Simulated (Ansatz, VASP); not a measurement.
## One calculation of AlSn, two programs

INCAR

```
SYSTEM = AlSn
PREC = Accurate
ENCUT = 600
EDIFF = 1E-6
ISMEAR = -1
SIGMA = 0.05
LREAL = .False.
LASPH = .True.
NELM = 80
ALGO = Normal
ISIF = 3
LWAVE = .False.
LCHARG = .False.
GGA = PE
IVDW = 12
IBRION = 2
NSW = 60
EDIFFG = -0.01
```

The input KPOINTS:

```
regular mesh
0
Gamma
  7 7 8
  0 0 0
```

File POSCAR:

```
AlSn
1.0
    4.1981056157      0.0000000000      0.0000000000
   -2.0990528078      3.6356661109      0.0000000000
    0.0000000000      0.0000000000      3.3068470000
Sn Al
1 1
Direct
    0.3333333333      0.6666666667      0.5000000000
    0.0000000000      0.0000000000      0.0000000000
```

input.yaml

```yaml
crystal:
  lattice:
    - [4.1981056157, 0.0, 0.0]
    - [-2.0990528078, 3.6356661109, 0.0]
    - [0.0, 0.0, 3.306847]
  atoms:
    - { symbol: Sn, position: [0.3333333333, 0.6666666667, 0.5] }
    - { symbol: Al, position: [0.0, 0.0, 0.0] }
hamiltonian:
  xc: pbe
  pseudopotentials: { kind: paw }
  dispersion: d3bj
kpoints:
  mp_grid: { grid: [7, 7, 8] }
scf:
  occupations: { method: fermi_dirac, width: 0.05 }
output:
  forces: true
  stress: true
  eigenvalues: true
  write_density: true
  write_potential: true
  elf: true
  volumetric_format: npy
relax:
  f_tol: 0.01
  max_steps: 40
  cell: { stress_tol: 0.05 }
```

Alike in both runs: task relaxation of cell and atoms; functional PBE; dispersion D3(BJ); k mesh 7 × 7 × 8; occupations fermi-dirac, width 0.05 eV; no spin polarisation.

|  | VASP | Ansatz |
| --- | --- | --- |
| version | VASP 6.6.1 | Ansatz 0.2.0 |
| potentials or method | VASP PAW PBE potentials, release 64 (Sn_d, Al) | Ansatz PAW |
| plane-wave cutoff (eV) | 600 | 420 |
| valence electrons in the cell | 17 | 17 |

VASP gave:

```
gap on the k mesh at the Fermi level, each at its own relaxed structure (eV) : none
relaxed volume (Å³/atom)                                                     : 24.31
relaxed cell length with the largest relative difference (Å)                 : 4.133
```

Task: Which values does Ansatz return?

Result: gap on the k mesh at the Fermi level, each at its own relaxed structure (eV): none; relaxed volume (Å³/atom): 24.32; relaxed cell length with the largest relative difference (Å): 4.135.

A gap of «none» marks a metal or a gap that the smearing closes.

Noted on Ansatz's run: the plane-wave basis is chosen anew once the cell has moved, so the energies of steps on either side of that aren't comparable.
